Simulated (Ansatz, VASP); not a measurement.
## Bi: VASP beside Ansatz

File INCAR:

```
  ALGO = Normal
  EDIFF = 1E-7
  EDIFFG = -0.04
  ENCUT = 500
  GGA = PE
  GGA_COMPAT = False
  IBRION = 2
  ISIF = 3
  ISMEAR = 0
  LASPH = True
  LCHARG = False
  LREAL = False
  LWAVE = False
  NELM = 120
  NELMIN = 4
  NSW = 90
  PREC = Accurate
  SIGMA = 0.1
```

KPOINTS

```
k-points
0
Gamma
  6 6 6
```

The input POSCAR:

```
Bi
1.0
   -2.5278969300      2.5278969300      2.5278969300
    2.5278969300     -2.5278969300      2.5278969300
    2.5278969300      2.5278969300     -2.5278969300
Bi
3
Direct
    0.0000000000      0.5000000000      0.5000000000
    0.5000000000      0.0000000000      0.5000000000
    0.5000000000      0.5000000000      0.0000000000
```

Input for Ansatz:

```yaml
crystal:
  lattice:
    - [-2.52789693, 2.52789693, 2.52789693]
    - [2.52789693, -2.52789693, 2.52789693]
    - [2.52789693, 2.52789693, -2.52789693]
  atoms:
    - { symbol: Bi, position: [0.0, 0.5, 0.5] }
    - { symbol: Bi, position: [0.5, 0.0, 0.5] }
    - { symbol: Bi, position: [0.5, 0.5, 0.0] }
basis:
  ecutwfc: 420
kpoints:
  mp_grid: { grid: [6, 6, 6] }
hamiltonian:
  xc: pbe
scf:
  occupations: { method: gaussian, width: 0.1 }
  lower_state_search: "off"
output:
  forces: true
  stress: true
  eigenvalues: true
relax:
  adjacent_minimum: "off"
  f_tol: 0.04
  max_steps: 70
  cell: { stress_tol: 0.4 }
```

Alike in both runs: task relaxation of cell and atoms; functional PBE; k mesh 6 × 6 × 6; occupations gaussian, width 0.1 eV; no spin polarisation.

```csv
,VASP,Ansatz
version,VASP 6.6.1,Ansatz 0.2.0
potentials or method,"VASP PAW PBE potentials, release 64 (Bi_d), cutoff 500 eV","scalar-relativistic, plane waves, PAW"
valence electrons in the cell,45,45
```

VASP gave:

| Property | Result |
| --- | --- |
| gap on the k mesh at the Fermi level, each at its own relaxed structure (eV) | none |
| relaxed volume (Å³/atom) | 40.30 |
| relaxed cell length with the largest relative difference (Å) | 5.395 |

Which values does Ansatz return?

gap on the k mesh at the Fermi level, each at its own relaxed structure (eV): none; relaxed volume (Å³/atom): 40.94; relaxed cell length with the largest relative difference (Å): 5.424.

A gap of «none» marks a metal or a gap that the smearing closes.

Neither program's run includes spin-orbit coupling. Noted on VASP's run: the volume moved by over 15 % at a fixed basis, so the end points are rough.
